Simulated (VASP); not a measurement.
The system is Be3AgS4.

```
CELL_PARAMETERS angstrom
-3.37309 3.37309 3.37309
3.37309 -3.37309 3.37309
3.37309 3.37309 -3.37309
ATOMIC_POSITIONS crystal
Be 0.50000 0.50000 0.00000
Be 0.00000 0.50000 0.50000
Be 0.50000 0.00000 0.50000
Ag 0.00000 0.00000 0.00000
S 0.30707 0.00000 0.00000
S 0.00000 0.00000 0.30707
S 0.69293 0.69293 0.69293
S 0.00000 0.30707 0.00000
```

```yaml
Program: VASP 6.6.1
Task: relaxation of cell and atoms
Functional: PBE
Potentials_or_basis: VASP PAW PBE potentials, release 64 (Be, Ag, S)
Cutoff: 600 eV
k_mesh: 4 × 4 × 4
Occupations: gaussian, width 0.1 eV
Spin: no spin polarisation
```

At the start: pressure 45.4 GPa; volume 19.19 Å³/atom.

Q: How do energy, volume and symmetry change on relaxing?

A: Over 20 steps the energy falls by 2427.2 meV/atom and the volume is 14.70 Å³/atom (-23.4 %); space group I-43m (No. 217, to 0.05 Å).

Step by step:
```
step  energy change (eV)  largest force (eV/Å)  pressure (GPa)  volume (Å³)
   1              0.0000               22.1598           45.42       153.51
   2             -4.5765                0.1753           -8.69       308.87
   3             -5.7567                0.4376           -9.70       290.47
   4             -7.1199                0.6448          -10.79       272.72
   5            -13.3790                0.4361          -13.16       207.44
   6            -14.9553                1.9900           -7.32       179.13
   7            -14.9709                1.4733           -8.68       182.35
   8            -14.9747                1.6780           -8.15       181.00
   9            -16.6315                1.9444           -6.78       158.59
  10            -18.0769                2.4954           21.28       102.59
  11            -18.4650                2.6450            4.26       122.01
  12            -18.5311                2.6478            8.62       115.34
  13            -19.2295                0.8258            6.36       112.05
  14            -19.2793                0.0121            6.20       110.07
  15            -19.2906                0.2209            6.18       110.62
  16            -19.4102                0.1212            1.26       116.25
  17            -19.4154                0.0948            0.06       117.88
  18            -19.4154                0.0967            0.17       117.73
  19            -19.4165                0.0668            0.11       117.69
  20            -19.4174                0.0014            0.05       117.58
```

Final structure:
```yaml
crystal:
  lattice:
    - [-3.08622, 3.08622, 3.08622]
    - [3.08622, -3.08622, 3.08622]
    - [3.08622, 3.08622, -3.08622]
  atoms:
    - { symbol: Be, position: [0.50000, 0.50000, 0.00000] }
    - { symbol: Be, position: [0.00000, 0.50000, 0.50000] }
    - { symbol: Be, position: [0.50000, 0.00000, 0.50000] }
    - { symbol: Ag, position: [0.00000, 0.00000, 0.00000] }
    - { symbol: S, position: [0.44715, 0.00000, 0.00000] }
    - { symbol: S, position: [0.00000, 0.00000, 0.44715] }
    - { symbol: S, position: [0.55285, 0.55285, 0.55285] }
    - { symbol: S, position: [0.00000, 0.44715, 0.00000] }
```

Caveat: the volume moved by over 15 % at a fixed basis, so the end points are rough.
